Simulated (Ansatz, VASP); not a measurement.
# Sn in VASP and in Ansatz

```xyz
2
Lattice="-2.9643 2.9643 1.6163 2.9643 -2.9643 1.6163 2.9643 2.9643 -1.6163" Properties=species:S:1:pos:R:3 pbc="T T T"
Sn    0.0000    2.9643    0.8082
Sn    0.0000    0.0000    0.0000
```

Alike in both runs: functional PBE; k mesh 14 × 14 × 14; occupations gaussian, width 0.1 eV; no spin polarisation.

Ansatz relaxed the structure, and its values are those at the end. VASP's run is a single point on that final structure, the one shown.

|  | VASP | Ansatz |
| --- | --- | --- |
| version | VASP 6.6.1 | Ansatz 0.2.0 |
| potentials or method | VASP PAW PBE potentials, release 64 (Sn_d), cutoff 520 eV | scalar-relativistic, plane waves, PAW |
| valence electrons in the cell | 28 | 28 |

|  | VASP | Ansatz | Ansatz less VASP |
| --- | --- | --- | --- |
| gap on the k mesh at the Fermi level (eV) | none | none | - |
| pressure (GPa) | -0.1 | 0.0 | +0.06 |

A gap of «none» marks a metal or a gap that the smearing closes.
